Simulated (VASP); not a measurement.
# SrVO3 (Pm-3m) in VASP: single point with r2SCAN

Aim: the single point of SrVO3 with r2SCAN.

Program: VASP 6.6.1. These are calculated values, not measurements. Logs are shortened: lines on timing, memory, paths and dates and some standing lists are left out, and cuts for length are marked.

## Step 1: The cell of the first run

Symmetry: Pm-3m, No. 221, cubic system. The conventional cell has a = 3.805 Å, b = 3.805 Å, c = 3.805 Å, α = 90.00°, β = 90.00°, γ = 90.00°. Within 3.5 Å of Sr (site symmetry m-3m) lie 12 O at 2.69 Å and 8 V at 3.30 Å. Within 2.5 Å of V (site symmetry m-3m) lie 6 O at 1.90 Å. Within 2.5 Å of O (site symmetry 4/mmm) lie 2 V at 1.90 Å. O (site symmetry 4/mmm) has 2 V at 1.90 Å within 2.5 Å.

## Step 2: Single point, r2SCAN, collinear spin, antiferromagnetic start

POSCAR reads:

```
SrVO3
1.0
    3.8050242700      0.0000000000      0.0000000000
    0.0000000000      7.6100485400      0.0000000000
    0.0000000000      0.0000000000      3.8050242700
Sr V O
2 2 6
Direct
    0.5000000000      0.2500000000      0.5000000000
    0.5000000000      0.7500000000      0.5000000000
    0.0000000000      0.0000000000      0.0000000000
    0.0000000000      0.5000000000      0.0000000000
    0.5000000000      0.0000000000      0.0000000000
    0.5000000000      0.5000000000      0.0000000000
    0.0000000000      0.2500000000      0.0000000000
    0.0000000000      0.7500000000      0.0000000000
    0.0000000000      0.0000000000      0.5000000000
    0.0000000000      0.5000000000      0.5000000000
```

INCAR.step1 reads:

```
PREC     = Accurate       # precision mode
ENCUT    = 660            # plane-wave cutoff, eV
ISMEAR   = -1             # smearing method
SIGMA    = 0.0226         # smearing width, eV
LREAL    = F              # projectors in reciprocal space
LASPH    = T              # aspherical terms in the spheres
NELM     = 200            # most SCF steps
ISPIN    = 2              # spin polarisation
MAGMOM   = 0 0 2 -2 0 0 0 0 0 0 # initial moments
LMAXMIX  = 4              # l up to which the mixer works
NBANDS   = 56             # bands
ISYM     = 0            
GGA      = PE             # functional
ALGO     = Normal         # electronic algorithm
EDIFF    = 1E-5           # SCF threshold, eV
LWAVE    = T              # write WAVECAR
LCHARG   = F              # write CHGCAR
GGA_COMPAT= F            
KPAR     = 4
```

INCAR.step2 reads:

```
PREC     = Accurate       # precision mode
ENCUT    = 660            # plane-wave cutoff, eV
EDIFF    = 1E-6           # SCF threshold, eV
ISMEAR   = -1             # smearing method
SIGMA    = 0.0226         # smearing width, eV
LREAL    = F              # projectors in reciprocal space
LASPH    = T              # aspherical terms in the spheres
NELM     = 200            # most SCF steps
ALGO     = Normal         # electronic algorithm
ISIF     = 2              # what is computed and relaxed
LWAVE    = F              # write WAVECAR
LCHARG   = F              # write CHGCAR
ISPIN    = 2              # spin polarisation
MAGMOM   = 0 0 2 -2 0 0 0 0 0 0 # initial moments
LORBIT   = 11             # projections on sites
LMAXMIX  = 4              # l up to which the mixer works
METAGGA  = R2SCAN         # meta-GGA
LMIXTAU  = T            
NBANDS   = 56             # bands
ISYM     = 0            
ISTART   = 1            
GGA_COMPAT= F            
KPAR     = 4
```

KPOINTS reads:

```
Automatic mesh
0
Gamma
  5 3 5
  0.5 0.5 0.5
```

Potentials or basis: VASP PAW PBE potentials, release 64 (Sr_sv, V_sv, O).

Run with:

```sh
$ cat potpaw_PBE.64/Sr_sv/POTCAR potpaw_PBE.64/V_sv/POTCAR potpaw_PBE.64/O/POTCAR > POTCAR
$ cp INCAR.step1 INCAR
$ mpirun -np 4 vasp_std > vasp.out
$ cp INCAR.step2 INCAR
$ mpirun -np 4 vasp_std > vasp.out
```

OUTCAR:

```text
PREC = Accurate
   ENCUT = 660
   EDIFF = 1E-6
   ISMEAR = -1
   LREAL = F
   LASPH = T
   NELM = 200
   ISIF = 2
   ISPIN = 2
   LORBIT = 11
   METAGGA = R2SCAN
   ISYM = 0
   ISTART = 1

 ion  position               nearest neighbor table
   1  0.500  0.250  0.500-   5 2.69   6 2.69   7 2.69   9 2.69  10 2.69   5 2.69   6 2.69   7 2.69
                             7 2.69   9 2.69  10 2.69   7 2.69   3 3.30   4 3.30   4 3.30   4 3.30
   2  0.500  0.750  0.500-   5 2.69   6 2.69   8 2.69   9 2.69  10 2.69   5 2.69   6 2.69   8 2.69
                             8 2.69   9 2.69  10 2.69   8 2.69   3 3.30   4 3.30   4 3.30   4 3.30
   3  0.000  0.000  0.000-   5 1.90   7 1.90   8 1.90   9 1.90   9 1.90   5 1.90   1 3.30   2 3.30
                             1 3.30   1 3.30   2 3.30   2 3.30   1 3.30   2 3.30
   4  0.000  0.500  0.000-   6 1.90   7 1.90   8 1.90  10 1.90  10 1.90   6 1.90   1 3.30   2 3.30
                             1 3.30   1 3.30   2 3.30   2 3.30   1 3.30   2 3.30
   5  0.500  0.000  0.000-   3 1.90   3 1.90   1 2.69   1 2.69   2 2.69   2 2.69
   6  0.500  0.500  0.000-   4 1.90   4 1.90   1 2.69   1 2.69   2 2.69   2 2.69
   7  0.000  0.250  0.000-   3 1.90   4 1.90   1 2.69   1 2.69   1 2.69   1 2.69
   8  0.000  0.750  0.000-   3 1.90   4 1.90   2 2.69   2 2.69   2 2.69   2 2.69
   9  0.000  0.000  0.500-   3 1.90   3 1.90   1 2.69   2 2.69   1 2.69   2 2.69
  10  0.000  0.500  0.500-   4 1.90   4 1.90   1 2.69   2 2.69   1 2.69   2 2.69

IMPORTANT INFORMATION: All symmetrisations will be switched off!
NOSYMM: (Re-)initialisation of all symmetry stuff for point group C_1.

----------------------------------------------------------------------------------------

                                     Primitive cell

  volume of cell :     110.1799

  direct lattice vectors                    reciprocal lattice vectors
     3.805024270  0.000000000  0.000000000     0.262810413  0.000000000  0.000000000
     0.000000000  7.610048540  0.000000000     0.000000000  0.131405207  0.000000000
     0.000000000  0.000000000  3.805024270     0.000000000  0.000000000  0.262810413

  length of vectors
     3.805024270  7.610048540  3.805024270     0.262810413  0.131405207  0.262810413

  position of ions in fractional coordinates (direct lattice)
     0.500000000  0.250000000  0.500000000
     0.500000000  0.750000000  0.500000000
     0.000000000  0.000000000  0.000000000
     0.000000000  0.500000000  0.000000000
     0.500000000  0.000000000  0.000000000
     0.500000000  0.500000000  0.000000000
     0.000000000  0.250000000  0.000000000
     0.000000000  0.750000000  0.000000000
     0.000000000  0.000000000  0.500000000
     0.000000000  0.500000000  0.500000000

  ion indices of the primitive-cell ions
   primitive index   ion index
                 1           1
                 2           2
                 3           3
                 4           4
                 5           5
                 6           6
                 7           7
                 8           8
                 9           9
                10          10

----------------------------------------------------------------------------------------

 KPOINTS: Automatic mesh

Automatic generation of k-mesh.
 Grid dimensions read from file:
 generate k-points for:    5    3    5

 Generating k-lattice:

  Cartesian coordinates                     Fractional coordinates (reciprocal lattice)
     0.052562083  0.000000000  0.000000000     0.200000000  0.000000000  0.000000000
     0.000000000  0.043801736  0.000000000     0.000000000  0.333333333  0.000000000
     0.000000000  0.000000000  0.052562083     0.000000000  0.000000000  0.200000000

  Length of vectors
     0.052562083  0.043801736  0.052562083

  Shift w.r.t. Gamma in fractional coordinates (k-lattice)
     0.500000000  0.500000000  0.500000000

 Subroutine IBZKPT returns following result:
 ===========================================

 Found     38 irreducible k-points:

 Following reciprocal coordinates:
            Coordinates               Weight
  0.100000  0.166667  0.100000      2.000000
  0.100000  0.166667 -0.100000      2.000000
 -0.100000  0.166667 -0.100000      2.000000
 -0.100000  0.166667  0.100000      2.000000
  0.300000  0.166667  0.100000      2.000000
  0.100000  0.166667 -0.300000      2.000000
[... 16 lines left out ...]
  0.500000  0.500000  0.100000      2.000000
  0.100000  0.500000  0.500000      2.000000
 [... further k-points ...]
   k-points           NKPTS =     38   k-points in BZ     NKDIM =     38   number of bands    NBANDS=     56
   number of dos      NEDOS =    301   number of ions     NIONS =     10
   total plane-waves  NPLWV =  65536
   dimension x,y,z NGX =    32 NGY =   64 NGZ =   32
   dimension x,y,z NGXF=    64 NGYF=  128 NGZF=   64
   ions per type =               2   2   6
   NGX,Y,Z   is equivalent  to a cutoff of  13.98, 13.98, 13.98 a.u.
   NGXF,Y,Z  is equivalent  to a cutoff of  27.96, 27.96, 27.96 a.u.
 SYSTEM =  unknown system
   PREC   = accura    normal or accurate (medium, high low for compatibility)
   ISTART =      1    job   : 0-new  1-cont  2-samecut
   ICHARG =      0    charge: 1-file 2-atom 10-const
   ISPIN  =      2    spin polarized calculation?
   LNONCOLLINEAR =      F non collinear calculations
   LSORBIT =      F    spin-orbit coupling
   LASPH  =      T    aspherical Exc in radial PAW
   ENCUT  =  660.0 eV  48.51 Ry    6.96 a.u.   7.97 15.94  7.97*2*pi/ulx,y,z
   NELM   =    200;   NELMIN=  2; NELMDL=  0     # of ELM steps
   EDIFF  = 0.1E-05   stopping-criterion for ELM
   LREAL  =      F    real-space projection
   EDIFFG = 0.1E-04   stopping-criterion for IOM
   NSW    =      0    number of steps for IOM
   IBRION =     -1    ionic relax: 0-MD 1-quasi-New 2-CG
   NFREE  =      0    steps in history (QN), initial steepest desc. (CG)
   ISIF   =      2    stress and relaxation
   ISYM   =      0    0-nonsym 1-usesym 2-fastsym
   POTIM  = 0.5000    time-step for ionic-motion
   TEBEG  =    0.0;   TEEND  =   0.0 temperature during run
   PSTRESS=    0.0 pullay stress
   NELECT =      82.0000    total number of electrons
   NUPDOWN=      -1.0000    fix difference up-down
   EMIN   =  10.00;   EMAX   =-10.00  energy-range for DOS
   EFERMI =   0.00;   METHOD = LEGACY
   ISMEAR =    -1;   SIGMA  =   0.02  broadening in eV -4-tet -1-fermi 0-gaus
   EFERMI_NEDOS =   21; number of points for ismear=-14 and -15
   IALGO  =     38    algorithm
   IMIX   =      4    mixing-type and parameters
     AMIX     =   0.40;   BMIX     =  1.00
     AMIX_MAG =   1.60;   BMIX_MAG =  1.00
  volume/ion in A,a.u.               =      11.02        74.35
  Fermi-wavevector in a.u.,A,eV,Ry     =   1.483584  2.803566 29.946698  2.201020
  Thomas-Fermi vector in A             =   2.597227
   LORBIT       =     11    0 simple, 1 ext, 2 COOP (PROOUT), +10 PAW based schemes
   METAGGA = R2SCAN    functional components
   LHFCALC =     F    Hartree Fock is set to
   AEXX    =    0.0000 exact exchange contribution
   IVDW    =     0    specifies the selected vdW correction
   LEPSILON=     F    determine dielectric tensor
   LRPA    =     F    only Hartree local field effects (RPA)
 spin polarized calculation
  energy-cutoff  :      660.00
  volume of cell :      110.18
 maximum number of plane-waves:      4284
   NGX = 15   NGY = 31   NGZ = 15

 number of electron      82.0000021 magnetization      -0.0078250

 number of electron      82.0000021 magnetization       0.0006098

 Free energy of the ion-electron system (eV)
  ---------------------------------------------------
  ext. energy  EPLUGINS =         0.00000000
  ---------------------------------------------------
  free energy    TOTEN  =      -124.80864509 eV

  energy without entropy =     -124.80114490  energy(sigma->0) =     -124.80489500

 E-fermi :   6.4914     XC(G=0): -12.4387

 val. band max:        6.4913489549   @ k =   0.3000   0.5000   0.1000
 cond. band min:       6.5142576838   @ k =   0.1000   0.5000   0.5000
 fundamental gap:      0.0229087289
 Fermi energy:         6.4913524326

 spin component 1

 k-point     1 :       0.1000    0.1667    0.1000
  band No.  band energies     occupation
      1     -62.2837      1.00000
      2     -61.7678      1.00000
      3     -35.0862      1.00000
      4     -34.9699      1.00000
      5     -34.9693      1.00000
      6     -34.5388      1.00000
[... 1333 lines left out ...]
     52      13.1005      0.00000
     53      13.5677      0.00000

 [... further k-points ...]

 spin component 2

 k-point     1 :       0.1000    0.1667    0.1000
  band No.  band energies     occupation
      1     -62.2851      1.00000
      2     -61.7658      1.00000
      3     -35.0874      1.00000
      4     -34.9711      1.00000
      5     -34.9706      1.00000
      6     -34.5377      1.00000
[... 1333 lines left out ...]
     52      13.1004      0.00000
     53      13.5679      0.00000

 [... further k-points ...]

 [bands above 53 left out]

------------------------ aborting loop because EDIFF is reached ----------------------------------------

  FORCE on cell =-STRESS in cart. coord.  units (eV):
  Direction    XX          YY          ZZ          XY          YZ          ZX
  --------------------------------------------------------------------------------------
  -------------------------------------------------------------------------------------
  Total        2.7352744      4.1882683      2.7633756     -0.0000001      0.0000005      0.0000015
  in kB       39.7749095     60.9035753     40.1835415     -0.0000008      0.0000075      0.0000215
  external PRESSURE =      46.9540088 kB  Pullay stress =       0.0000000 kB

 VOLUME and BASIS-vectors are now :
 -----------------------------------------------------------------------------
  energy-cutoff  :      660.00
  volume of cell :      110.18
      direct lattice vectors                 reciprocal lattice vectors
     3.805024270  0.000000000  0.000000000     0.262810413  0.000000000  0.000000000
     0.000000000  7.610048540  0.000000000     0.000000000  0.131405207  0.000000000
     0.000000000  0.000000000  3.805024270     0.000000000  0.000000000  0.262810413

 POSITION                                       TOTAL-FORCE (eV/Angst)
 -----------------------------------------------------------------------------------
      1.90251      1.90251      1.90251        -0.000000      0.001660     -0.000000
      1.90251      5.70754      1.90251        -0.000000     -0.001660      0.000000
      0.00000      0.00000      0.00000         0.000006     -0.000000      0.000000
      0.00000      3.80502      0.00000         0.000005      0.000000      0.000000
      1.90251      0.00000      0.00000        -0.000007     -0.000000      0.000000
      1.90251      3.80502      0.00000        -0.000006     -0.000000     -0.000000
      0.00000      1.90251      0.00000         0.000002      0.000948      0.000000
      0.00000      5.70754      0.00000         0.000002     -0.000947     -0.000000
      0.00000      0.00000      1.90251        -0.000001      0.000000      0.000000
      0.00000      3.80502      1.90251        -0.000000     -0.000000     -0.000000
 -----------------------------------------------------------------------------------
    total drift:                                0.000000      0.000000     -0.000000

  FREE ENERGIE OF THE ION-ELECTRON SYSTEM (eV)
  ---------------------------------------------------
  free  energy   TOTEN  =      -124.8086450910 eV

  energy  without entropy=     -124.8011449047  energy(sigma->0) =     -124.80489500

 total charge

# of ion       s       p       d       tot
------------------------------------------
    1        2.001   5.899   0.214   8.114
    2        2.001   5.899   0.214   8.114
    3        2.288   6.365   2.937  11.590
    4        2.288   6.365   2.938  11.592
    5        1.567   3.529   0.000   5.096
    6        1.567   3.529   0.000   5.096
    7        1.566   3.534   0.000   5.100
    8        1.566   3.534   0.000   5.100
    9        1.567   3.529   0.000   5.096
   10        1.567   3.529   0.000   5.096
--------------------------------------------------
tot         17.976  45.711   6.304  69.992

 magnetization (x)

# of ion       s       p       d       tot
------------------------------------------
    1        0.000   0.000   0.000   0.000
    2        0.000   0.000   0.000   0.000
    3        0.003   0.004   0.370   0.377
    4       -0.003  -0.004  -0.371  -0.378
    5       -0.001  -0.021   0.000  -0.022
    6        0.001   0.021   0.000   0.022
    7       -0.000  -0.000   0.000  -0.000
    8       -0.000  -0.000   0.000  -0.000
    9       -0.001  -0.021   0.000  -0.022
   10        0.001   0.021   0.000   0.022
--------------------------------------------------
tot         -0.000  -0.000  -0.001  -0.001
```

It took 8.2 min on 4 MPI ranks of Intel Xeon 6975P-C (Granite Rapids), shared host; peak memory 0.67 GiB.

What came out:

* Free energy: -124.8086 eV
* Pressure: 4.7 GPa
* Band gap on the k mesh: zero (filled and empty bands overlap)
* Net moment: 0.00 μB per cell
* Site moments: Sr +0.00; V +0.38, -0.38; O -0.02, +0.02, -0.00 (each value once) μB
* Valence electrons inside the program's atomic spheres: Sr 8.11; V 11.59; O 5.10

Stress tensor (GPa, compression positive):
```
3.98 0.00 0.00
0.00 6.09 0.00
0.00 0.00 4.02
```

Levels at points of the mesh, in eV from the Fermi level:
Spin up:
| k point | band 38 | band 39 | band 40 | band 41 | band 42 | band 43 | band 44 | band 45 |
| --- | --- | --- | --- | --- | --- | --- | --- | --- |
| (0.50, 0.50, 0.50) | -3.01 | -2.40 | -2.36 | 1.02 | 1.02 | 1.47 | 1.72 | 1.73 |
Spin down:
| k point | band 38 | band 39 | band 40 | band 41 | band 42 | band 43 | band 44 | band 45 |
| --- | --- | --- | --- | --- | --- | --- | --- | --- |
| (0.50, 0.50, 0.50) | -3.01 | -2.40 | -2.36 | 1.02 | 1.02 | 1.47 | 1.72 | 1.73 |

Caveat: the cell stands under pressure; the PAW data sets were made with another functional, which shifts forces and pressure a little; semilocal functionals often make such compounds metallic where correlation or magnetic order opens a gap, which also shifts bond lengths. With open d or f shells a metallic result of r2SCAN can be an artefact of self-interaction; +U or a hybrid may open a gap.

The gap in the log of VASP goes by the Fermi energy; the results here count the filled bands.